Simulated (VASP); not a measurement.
CuO, 4 atoms in the cell. The structure is orthorhombic, space group Cccm (No. 66). The conventional cell has a = 4.228 Å, b = 4.240 Å, c = 5.197 Å, α = 90.00°, β = 90.00°, γ = 90.00°. Cu (site symmetry 2/m) has 4 O at 1.98 Å within 2.6 Å. O (site symmetry 222) has 4 Cu at 1.98 Å and 2 O at 2.60 Å within 2.6 Å. 

| Item | Value |
| --- | --- |
| Program | VASP 6.6.1 |
| Task | single point |
| Functional | BLYP |
| Potentials or basis | VASP PAW PBE potentials, release 64 (Cu, O) |
| Cutoff | 520 eV |
| k mesh | 9 × 9 × 5 |
| Occupations | fermi-dirac, width 0.05 eV |
| Spin | no spin polarisation |
| Dipole correction | no |
| Further INCAR settings | ALGO = Normal; EDIFF = 1e-06; NBANDS = 25 |

Potentials or basis: VASP PAW PBE potentials, release 64 (Cu, O).

Run with:

```sh
$ cat potpaw_PBE.64/Cu/POTCAR potpaw_PBE.64/O/POTCAR > POTCAR
$ mpirun -np 1 vasp_std > vasp.out
```

Hardware: 1 thread of Intel(R) Xeon(R) Platinum 8559C (Emerald Rapids), on a shared host.

Question: How long does it take, and how much memory?

Answer: Wall time 64 s on 1 thread of Intel(R) Xeon(R) Platinum 8559C (Emerald Rapids), with other jobs on the host, peak memory 0.2 GiB. Counts: scf iterations 15, k points 75.
